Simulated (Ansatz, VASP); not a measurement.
**AgCl in VASP and in Ansatz**

```
Ag Cl
1.0
     0.00000    2.80602    2.80602
     2.80602    0.00000    2.80602
     2.80602    2.80602    0.00000
Ag Cl
1 1
Direct
  0.50000 0.50000 0.50000
  0.00000 0.00000 0.00000
```

Alike in both runs: task single point; functional PBE; k mesh 8 × 8 × 8; occupations gaussian, width 0.05 eV; no spin polarisation.

|  | VASP | Ansatz |
| --- | --- | --- |
| version | VASP 6.6.1 | Ansatz 0.2.0 |
| potentials or method | VASP PAW PBE potentials, release 64 (Ag, Cl), cutoff 520 eV | scalar-relativistic, plane waves, PAW |
| valence electrons in the cell | 18 | 26 |

Ansatz gave:

| Quantity | Value |
| --- | --- |
| gap on the k mesh at the Fermi level (eV) | 0.92 |
| least direct gap on the mesh (eV) | 3.08 |
| pressure (GPa) | 0.0 |

Question: What did VASP give for the same quantities?

Answer: gap on the k mesh at the Fermi level (eV): 0.92; least direct gap on the mesh (eV): 3.08; pressure (GPa): -0.1.

VASP's potentials hold 18 valence electrons a cell and Ansatz's 26, so a difference there can come from the potentials and not from the codes.
